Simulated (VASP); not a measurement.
# GaN (F-43m) in VASP: further runs

The runs below take GaN through single point, with LDA.

All numbers are computed with VASP 6.6.1; they aren't measurements. Logs are shortened: lines on timing, memory, paths and dates and some standing lists are left out, and cuts for length are marked.

### 1 The cell of the first run

The structure is cubic, space group F-43m (No. 216). The conventional cell has a = 4.507 Å, b = 4.507 Å, c = 4.507 Å, α = 90.00°, β = 90.00°, γ = 90.00°. Within 2.6 Å of Ga (site symmetry -43m) lie 4 N at 1.95 Å. Within 2.6 Å of N (site symmetry -43m) lie 4 Ga at 1.95 Å.

### 2 Single point, LDA

Input file INCAR:

```
PREC = Accurate
ENCUT = 600
EDIFF = 1E-6
ISMEAR = 0
SIGMA = 0.01
LREAL = False
LASPH = True
NELM = 120
ALGO = Normal
ISIF = 2
LWAVE = False
LCHARG = False
GGA = CA
NBANDS = 16
GGA_COMPAT = False
```

Input file KPOINTS:

```
Automatic mesh
0
Gamma
  8 8 8
```

Input file POSCAR:

```
GaN
1.0
    0.0000000000      2.2535005000      2.2535005000
    2.2535005000      0.0000000000      2.2535005000
    2.2535005000      2.2535005000      0.0000000000
Ga N
1 1
Direct
    0.0000000000      0.0000000000      0.0000000000
    0.2500000000      0.2500000000      0.2500000000
```

Potentials or basis: VASP PAW LDA potentials, release 64 (Ga_d, N).

On the command line:

```sh
$ cat potpaw_LDA.64/Ga_d/POTCAR potpaw_LDA.64/N/POTCAR > POTCAR
$ mpirun -np 1 vasp_std > vasp.out
```

OUTCAR:

```text
PREC = Accurate
   ENCUT = 600
   EDIFF = 1E-6
   ISMEAR = 0
   LREAL = False
   LASPH = True
   NELM = 120
   ISIF = 2
   GGA = CA

 ion  position               nearest neighbor table
   1  0.000  0.000  0.000-   2 1.95   2 1.95   2 1.95   2 1.95
   2  0.250  0.250  0.250-   1 1.95   1 1.95   1 1.95   1 1.95

  LATTYP: Found a face centered cubic cell.
 ALAT       =     4.5070010000

  Lattice vectors:

 A1 = (   0.0000000000,   2.2535005000,   2.2535005000)
 A2 = (   2.2535005000,   0.0000000000,   2.2535005000)
 A3 = (   2.2535005000,   2.2535005000,   0.0000000000)

Analysis of symmetry for initial positions (statically):
=====================================================================
 Subroutine PRICEL returns:
 Original cell was already a primitive cell.

 Routine SETGRP: Setting up the symmetry group for a
 face centered cubic supercell.

 Subroutine GETGRP returns: Found 24 space group operations
 (whereof 24 operations were pure point group operations)
 out of a pool of 48 trial point group operations.

The static configuration has the point symmetry T_d .

Analysis of symmetry for dynamics (positions and initial velocities):
=====================================================================
 Subroutine PRICEL returns:
 Original cell was already a primitive cell.

 Routine SETGRP: Setting up the symmetry group for a
 face centered cubic supercell.

 Subroutine GETGRP returns: Found 24 space group operations
 (whereof 24 operations were pure point group operations)
 out of a pool of 48 trial point group operations.

The dynamic configuration has the point symmetry T_d .

 Subroutine INISYM returns: Found 24 space group operations
 (whereof 24 operations are pure point group operations),
 and found     1 'primitive' translations

----------------------------------------------------------------------------------------

                                     Primitive cell

  volume of cell :      22.8877

  direct lattice vectors                    reciprocal lattice vectors
     0.000000000  2.253500500  2.253500500    -0.221877031  0.221877031  0.221877031
     2.253500500  0.000000000  2.253500500     0.221877031 -0.221877031  0.221877031
     2.253500500  2.253500500  0.000000000     0.221877031  0.221877031 -0.221877031

  length of vectors
     3.186930970  3.186930970  3.186930970     0.384302290  0.384302290  0.384302290

  position of ions in fractional coordinates (direct lattice)
     0.000000000  0.000000000  0.000000000
     0.250000000  0.250000000  0.250000000

  ion indices of the primitive-cell ions
   primitive index   ion index
                 1           1
                 2           2

----------------------------------------------------------------------------------------

 KPOINTS: Automatic mesh

Automatic generation of k-mesh.
 Grid dimensions read from file:
 generate k-points for:    8    8    8

 Generating k-lattice:

  Cartesian coordinates                     Fractional coordinates (reciprocal lattice)
    -0.027734629  0.027734629  0.027734629     0.125000000  0.000000000  0.000000000
     0.027734629 -0.027734629  0.027734629     0.000000000  0.125000000  0.000000000
     0.027734629  0.027734629 -0.027734629     0.000000000  0.000000000  0.125000000

  Length of vectors
     0.048037786  0.048037786  0.048037786

  Shift w.r.t. Gamma in fractional coordinates (k-lattice)
     0.000000000  0.000000000  0.000000000

 Subroutine IBZKPT returns following result:
 ===========================================

 Found     29 irreducible k-points:

 Following reciprocal coordinates:
            Coordinates               Weight
  0.000000  0.000000  0.000000      1.000000
  0.125000  0.000000  0.000000      8.000000
  0.250000  0.000000  0.000000      8.000000
  0.375000  0.000000  0.000000      8.000000
  0.500000  0.000000  0.000000      4.000000
  0.125000  0.125000  0.000000      6.000000
[... 16 lines left out ...]
  0.500000  0.250000  0.125000     48.000000
 -0.375000  0.250000  0.125000     24.000000
 [... further k-points ...]
   k-points           NKPTS =     29   k-points in BZ     NKDIM =     29   number of bands    NBANDS=     16
   number of dos      NEDOS =    301   number of ions     NIONS =      2
   total plane-waves  NPLWV =  21952
   dimension x,y,z NGX =    28 NGY =   28 NGZ =   28
   dimension x,y,z NGXF=    56 NGYF=   56 NGZF=   56
   ions per type =               1   1
   NGX,Y,Z   is equivalent  to a cutoff of  14.61, 14.61, 14.61 a.u.
   NGXF,Y,Z  is equivalent  to a cutoff of  29.21, 29.21, 29.21 a.u.
 SYSTEM =  unknown system
   PREC   = accura    normal or accurate (medium, high low for compatibility)
   ISTART =      0    job   : 0-new  1-cont  2-samecut
   ICHARG =      2    charge: 1-file 2-atom 10-const
   ISPIN  =      1    spin polarized calculation?
   LNONCOLLINEAR =      F non collinear calculations
   LSORBIT =      F    spin-orbit coupling
   LASPH  =      T    aspherical Exc in radial PAW
   ENCUT  =  600.0 eV  44.10 Ry    6.64 a.u.   6.37  6.37  6.37*2*pi/ulx,y,z
   NELM   =    120;   NELMIN=  2; NELMDL= -5     # of ELM steps
   EDIFF  = 0.1E-05   stopping-criterion for ELM
   LREAL  =      F    real-space projection
   EDIFFG = 0.1E-04   stopping-criterion for IOM
   NSW    =      0    number of steps for IOM
   IBRION =     -1    ionic relax: 0-MD 1-quasi-New 2-CG
   NFREE  =      0    steps in history (QN), initial steepest desc. (CG)
   ISIF   =      2    stress and relaxation
   ISYM   =      2    0-nonsym 1-usesym 2-fastsym
   POTIM  = 0.5000    time-step for ionic-motion
   TEBEG  =    0.0;   TEEND  =   0.0 temperature during run
   PSTRESS=    0.0 pullay stress
   NELECT =      18.0000    total number of electrons
   NUPDOWN=      -1.0000    fix difference up-down
   EMIN   =  10.00;   EMAX   =-10.00  energy-range for DOS
   EFERMI =   0.00;   METHOD = LEGACY
   ISMEAR =     0;   SIGMA  =   0.01  broadening in eV -4-tet -1-fermi 0-gaus
   EFERMI_NEDOS =   21; number of points for ismear=-14 and -15
   IALGO  =     38    algorithm
   IMIX   =      4    mixing-type and parameters
     AMIX     =   0.40;   BMIX     =  1.00
     AMIX_MAG =   1.60;   BMIX_MAG =  1.00
  volume/ion in A,a.u.               =      11.44        77.23
  Fermi-wavevector in a.u.,A,eV,Ry     =   1.511117  2.855597 31.068546  2.283474
  Thomas-Fermi vector in A             =   2.621217
   LORBIT       =      0    0 simple, 1 ext, 2 COOP (PROOUT), +10 PAW based schemes
   GGA     = CA    functional components
   LHFCALC =     F    Hartree Fock is set to
   AEXX    =    0.0000 exact exchange contribution
   IVDW    =     0    specifies the selected vdW correction
   LEPSILON=     F    determine dielectric tensor
   LRPA    =     F    only Hartree local field effects (RPA)
 non-spin polarized calculation
 Gauss-broadening in eV      SIGMA  =   0.01
  energy-cutoff  :      600.00
  volume of cell :       22.89
 maximum number of plane-waves:       778
 NGX is ok and might be reduce to    28
   NGX = 13   NGY = 13   NGZ = 13

 number of electron      18.0000005 magnetization

 Free energy of the ion-electron system (eV)
  ---------------------------------------------------
  ext. energy  EPLUGINS =         0.00000000
  ---------------------------------------------------
  free energy    TOTEN  =       -13.93287360 eV

  energy without entropy =      -13.93287360  energy(sigma->0) =      -13.93287360

 E-fermi :   5.1672     XC(G=0): -12.1182

 val. band max:        5.0309420001   @ k =   0.0000   0.0000   0.0000
 cond. band min:       6.7782907100   @ k =   0.0000   0.0000   0.0000
 fundamental gap:      1.7473487099
 Fermi energy:         5.1672291375

 k-point     1 :       0.0000    0.0000    0.0000
  band No.  band energies     occupation
      1     -10.7723      2.00000
      2      -8.5230      2.00000
      3      -8.5230      2.00000
      4      -8.5230      2.00000
      5      -8.2050      2.00000
      6      -8.2050      2.00000
[... 8 lines left out ...]
     15      23.7121      0.00000
     16      23.7121      0.00000

 k-point     2 :       0.1250    0.0000    0.0000
  band No.  band energies     occupation
      1     -10.6028      2.00000
      2      -8.5025      2.00000
      3      -8.5025      2.00000
      4      -8.4552      2.00000
      5      -8.2067      2.00000
      6      -8.2067      2.00000
[... 8 lines left out ...]
     15      22.1624      0.00000
     16      22.1624      0.00000

 k-point     3 :       0.2500    0.0000    0.0000
  band No.  band energies     occupation
      1     -10.2370      2.00000
      2      -8.4623      2.00000
      3      -8.4623      2.00000
      4      -8.2003      2.00000
      5      -8.2003      2.00000
      6      -8.1286      2.00000
[... 8 lines left out ...]
     15      21.7682      0.00000
     16      21.7682      0.00000

 k-point     4 :       0.3750    0.0000    0.0000
  band No.  band energies     occupation
      1      -9.9852      2.00000
      2      -8.4400      2.00000
      3      -8.4400      2.00000
      4      -8.1744      2.00000
      5      -8.1744      2.00000
      6      -7.3801      2.00000
[... 8 lines left out ...]
     15      23.1421      0.00000
     16      23.1421      0.00000

 k-point     5 :       0.5000    0.0000    0.0000
  band No.  band energies     occupation
      1      -9.9195      2.00000
      2      -8.4362      2.00000
      3      -8.4362      2.00000
      4      -8.1577      2.00000
      5      -8.1577      2.00000
      6      -6.8192      2.00000
[... 8 lines left out ...]
     15      24.4862      0.00000
     16      24.4862      0.00000

 k-point     6 :       0.1250    0.1250    0.0000
  band No.  band energies     occupation
      1     -10.5477      2.00000
      2      -8.4832      2.00000
      3      -8.4832      2.00000
      4      -8.4596      2.00000
      5      -8.2182      2.00000
      6      -8.1937      2.00000
[... 8 lines left out ...]
     15      24.4234      0.00000
     16      24.7999      0.00000

 k-point     7 :       0.2500    0.1250    0.0000
  band No.  band energies     occupation
      1     -10.2527      2.00000
      2      -8.4564      2.00000
      3      -8.4385      2.00000
      4      -8.3016      2.00000
      5      -8.1816      2.00000
      6      -8.1410      2.00000
[... 8 lines left out ...]
     15      23.6948      0.00000
     16      23.9931      0.00000

 k-point     8 :       0.3750    0.1250    0.0000
  band No.  band energies     occupation
      1      -9.9859      2.00000
      2      -8.4359      2.00000
      3      -8.4086      2.00000
      4      -8.2437      2.00000
      5      -8.1624      2.00000
      6      -7.5274      2.00000
[... 8 lines left out ...]
     15      23.0687      0.00000
     16      24.5197      0.00000

 k-point     9 :       0.5000    0.1250    0.0000
  band No.  band energies     occupation
      1      -9.8873      2.00000
      2      -8.4328      2.00000
      3      -8.4036      2.00000
      4      -8.1996      2.00000
      5      -8.1562      2.00000
      6      -6.7744      2.00000
[... 8 lines left out ...]
     15      23.5682      0.00000
     16      24.8622      0.00000
[... 172 lines left out ...]
 k-point    19 :       0.5000    0.3750    0.0000
  band No.  band energies     occupation
      1      -9.7836      2.00000
      2      -8.4195      2.00000
      3      -8.2570      2.00000
      4      -8.2469      2.00000
      5      -8.1388      2.00000
      6      -6.4506      2.00000
[... 8 lines left out ...]
     15      27.2168      0.00000
     16      28.1313      0.00000

 k-point    20 :      -0.3750    0.3750    0.0000
  band No.  band energies     occupation
      1      -9.7781      2.00000
      2      -8.4088      2.00000
      3      -8.2673      2.00000
      4      -8.2673      2.00000
      5      -8.1662      2.00000
      6      -6.1752      2.00000
[... 8 lines left out ...]
     15      25.4696      0.00000
     16      27.7951      0.00000

 k-point    21 :       0.5000    0.5000    0.0000
  band No.  band energies     occupation
      1      -9.7734      2.00000
      2      -8.4416      2.00000
      3      -8.2199      2.00000
      4      -8.2199      2.00000
      5      -8.1278      2.00000
      6      -6.3396      2.00000
[... 8 lines left out ...]
     15      26.7082      0.00000
     16      29.6235      0.00000

 k-point    22 :       0.3750    0.2500    0.1250
  band No.  band energies     occupation
      1     -10.0218      2.00000
      2      -8.4191      2.00000
      3      -8.3998      2.00000
      4      -8.2853      2.00000
      5      -8.1764      2.00000
      6      -7.7396      2.00000
[... 8 lines left out ...]
     15      23.9837      0.00000
     16      26.1743      0.00000

 k-point    23 :       0.5000    0.2500    0.1250
  band No.  band energies     occupation
      1      -9.8710      2.00000
      2      -8.4145      2.00000
      3      -8.3688      2.00000
      4      -8.2521      2.00000
      5      -8.1702      2.00000
      6      -6.9797      2.00000
[... 8 lines left out ...]
     15      24.0534      0.00000
     16      26.0095      0.00000

 k-point    24 :      -0.3750    0.2500    0.1250
  band No.  band energies     occupation
      1      -9.8299      2.00000
      2      -8.4204      2.00000
      3      -8.3573      2.00000
      4      -8.2254      2.00000
      5      -8.1719      2.00000
      6      -6.4845      2.00000
[... 8 lines left out ...]
     15      23.6681      0.00000
     16      25.9211      0.00000

 [... further k-points ...]
[... 5 lines left out ...]
  --------------------------------------------------------------------------------------
  -------------------------------------------------------------------------------------
  Total       -0.7995705     -0.7995705     -0.7995705     -0.0000000      0.0000000     -0.0000000
  in kB      -55.9711689    -55.9711689    -55.9711689     -0.0000000      0.0000000     -0.0000000
  external PRESSURE =     -55.9711689 kB  Pullay stress =       0.0000000 kB

 VOLUME and BASIS-vectors are now :
 -----------------------------------------------------------------------------
  energy-cutoff  :      600.00
  volume of cell :       22.89
      direct lattice vectors                 reciprocal lattice vectors
     0.000000000  2.253500500  2.253500500    -0.221877031  0.221877031  0.221877031
     2.253500500  0.000000000  2.253500500     0.221877031 -0.221877031  0.221877031
     2.253500500  2.253500500  0.000000000     0.221877031  0.221877031 -0.221877031

 POSITION                                       TOTAL-FORCE (eV/Angst)
 -----------------------------------------------------------------------------------
      0.00000      0.00000      0.00000         0.000000      0.000000      0.000000
      1.12675      1.12675      1.12675        -0.000000     -0.000000     -0.000000
 -----------------------------------------------------------------------------------
    total drift:                                0.000000      0.000000      0.000000

  FREE ENERGIE OF THE ION-ELECTRON SYSTEM (eV)
  ---------------------------------------------------
  free  energy   TOTEN  =       -13.9328735996 eV

  energy  without entropy=      -13.9328735996  energy(sigma->0) =      -13.93287360
```

It took 10 s on 1 thread of Intel Xeon Platinum 8488C (Sapphire Rapids), shared host; peak memory 0.14 GiB.

What came out:

| Item | Value |
| --- | --- |
| Free energy | -13.9329 eV |
| Pressure | -5.6 GPa |
| Band gap on the k mesh | 1.75 eV |

Caveat: the cell stands under tension.

(Part 1 of 2 ends here.)
